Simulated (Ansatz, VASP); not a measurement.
**Two plane-wave programs on Se**

```xyz
1
Lattice="2.4838 0.0000 0.0000 -1.2419 2.1510 0.0000 0.0000 0.0000 2.2908" Properties=species:S:1:pos:R:3 pbc="T T T"
Se    0.0000    0.0000    0.0000
```

Change from the starting cell: volume scaled by 0.55, PAW files.

Alike in both runs: task single point; functional PBE; k mesh 16 × 16 × 15; occupations fermi-dirac, width 0.1 eV; no spin polarisation.

|  | VASP | Ansatz |
| --- | --- | --- |
| version | VASP 6.6.1 | Ansatz 0.2.0 |
| potentials or method | VASP PAW PBE potentials, release 64 (Se) | PAW with Ansatz's default frozen-core files, scalar-relativistic |
| plane-wave cutoff (eV) | 500 | 420 |
| valence electrons in the cell | 6 | 16 |

|  | VASP | Ansatz | Ansatz less VASP |
| --- | --- | --- | --- |
| pressure (GPa) | 141.6 | 139.9 | -1.68 |
| traceless stress, the component that is largest in VASP (GPa) | 0.24 | -0.01 | -0.254 |

Both programs put the cell under a high pressure, so it lies far from rest at this level. VASP's potentials hold 6 valence electrons a cell and Ansatz's 16, so a difference there can come from the potentials and not from the codes.

Noted on VASP's run: the cell as given lies far from equilibrium.
